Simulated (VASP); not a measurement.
Crystal: InP.

```
CELL_PARAMETERS angstrom
0.00000 2.93050 2.93050
2.93050 0.00000 2.93050
2.93050 2.93050 0.00000
ATOMIC_POSITIONS crystal
In 0.00000 0.00000 0.00000
P 0.25000 0.25000 0.25000
```

```yaml
Program: VASP 6.6.1
Task: relaxation of cell and atoms
Functional: PBE
Potentials_or_basis: VASP PAW PBE potentials, release 64 (In_d, P)
Cutoff: 600 eV
k_mesh: 8 × 8 × 8
Occupations: fermi-dirac, width 0.02 eV
Spin: no spin polarisation
```

At the start: pressure 3.3 GPa; volume 25.17 Å³/atom.

Task: Where does the relaxation end?

Result: Over 3 steps the energy falls by 12.5 meV/atom and the volume is 26.44 Å³/atom (+5.1 %); space group F-43m (No. 216, to 0.05 Å).

The path:
| step | energy change (eV) | largest force (eV/Å) | pressure (GPa) | volume (Å³) |
| --- | --- | --- | --- | --- |
| 1 | 0.0000 | 0.0000 | 3.31 | 50.33 |
| 2 | -0.0191 | 0.0000 | -1.40 | 54.22 |
| 3 | -0.0251 | 0.0000 | 0.01 | 52.88 |

Final structure:
```
In P
1.0
     0.00000    2.97908    2.97908
     2.97908    0.00000    2.97908
     2.97908    2.97908    0.00000
In P
1 1
Direct
  0.00000 0.00000 0.00000
  0.25000 0.25000 0.25000
```
